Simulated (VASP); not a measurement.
Runs of VASP 6.6.1 on Mo. The structure is that of space group P6/mmm (No. 191), or close to it. The cells are those of the table. 

```tsv
cell	gap on the mesh (eV)	pressure (GPa)
a = 2.763, b = 2.763, c = 2.580 Å, angles 90.0, 90.0, 120.0°, 1 atom	none	-9.3
a = 2.736, b = 2.736, c = 2.555 Å, angles 90.0, 90.0, 120.0°, 1 atom	none	(a)
a = 2.789, b = 2.789, c = 2.605 Å, angles 90.0, 90.0, 120.0°, 1 atom	none	(b)
a = 2.708, b = 2.708, c = 2.529 Å, angles 90.0, 90.0, 120.0°, 1 atom	none	3.2
a = 2.680, b = 2.680, c = 2.503 Å, angles 90.0, 90.0, 120.0°, 1 atom	none	11.2
```

Alike in all rows: task single point; level PBEsol; potentials or basis VASP PAW PBE potentials, release 64 (Mo_sv); no spin polarisation; k mesh 12 × 12 × 11; cutoff (eV) 520; smearing fermi-dirac 0.15 eV.

Problem. Fill in the values left out.

Solution. (a) -3.5; (b) -14.3.

Caveats: the PAW data sets were made with another functional, which shifts forces and pressure a little.

A k mesh can miss the band edges, and the runs leave out spin-orbit coupling on Mo.

A gap of «none» marks levels without a gap at the run's occupations.
